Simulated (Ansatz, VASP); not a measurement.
## Sc in VASP and in Ansatz

File INCAR:

```
SYSTEM = Sc
  ALGO = Normal
  EDIFF = 1E-8
  ENCUT = 400
  GGA = PS
  GGA_COMPAT = .False.
  ISIF = 2
  ISMEAR = -1
  ISPIN = 2
  LASPH = .True.
  LCHARG = .False.
  LEFG = .True.
  LMAXMIX = 4
  LORBIT = 11
  LREAL = .False.
  LWAVE = .False.
  MAGMOM = 1 1
  NBANDS = 22
  NELM = 200
  PREC = Accurate
  SIGMA = 0.08
```

File KPOINTS:

```
k-points
0
Gamma
  14 14 8
  0 0 0
```

POSCAR

```
Sc
1.0
    3.2691355278      0.0000000000      0.0000000000
   -1.6345677639      2.8311544155      0.0000000000
    0.0000000000      0.0000000000      5.2967822352
Sc
2
Direct
    0.3333333333      0.6666666667      0.2500000000
    0.6666666667      0.3333333333      0.7500000000
```

Input for Ansatz:

```yaml
crystal:
  lattice:
    - [3.2691355278, 0.0, 0.0]
    - [-1.6345677639, 2.8311544155, 0.0]
    - [0.0, 0.0, 5.2967822352]
  atoms:
    - { symbol: Sc, position: [0.3333333333, 0.6666666667, 0.25], spin: 1.0 }
    - { symbol: Sc, position: [0.6666666667, 0.3333333333, 0.75], spin: 1.0 }
magnetization:
  spin_polarized: true
kpoints:
  mp_grid: { grid: [14, 14, 8] }
scf:
  occupations: { method: fermi_dirac, width: 0.08 }
hamiltonian:
  xc: pbesol
  pseudopotentials: { kind: paw }
output:
  forces: true
  stress: true
  eigenvalues: true
  efg: { contact_densities: true }
```

Change from the starting cell: volume scaled by 0.98, PAW files.

Alike in both runs: task electric field gradients; functional PBEsol; k mesh 14 × 14 × 8; occupations fermi-dirac, width 0.08 eV; collinear spin.

|  | VASP | Ansatz |
| --- | --- | --- |
| version | VASP 6.6.1 | Ansatz 0.2.0 |
| potentials or method | VASP PAW PBE potentials, release 64 (Sc_sv) | PAW with Ansatz's default frozen-core files, scalar-relativistic |
| plane-wave cutoff (eV) | 400 | 420 |
| valence electrons in the cell | 22 | 22 |

```csv
,VASP,Ansatz,Ansatz less VASP
pressure (GPa),-1.8,-1.7,+0.04
"traceless stress, the component that is largest in VASP (GPa)",-1.86,-1.86,0.000
net moment per atom (μB),0.00,0.00,0.000
size of Vzz on the site where it differs most (V/Å²),6.5,6.1,-0.43
```

VASP's potentials were made for PBE, not for PBEsol. Ansatz's warnings: seeded moment not kept.
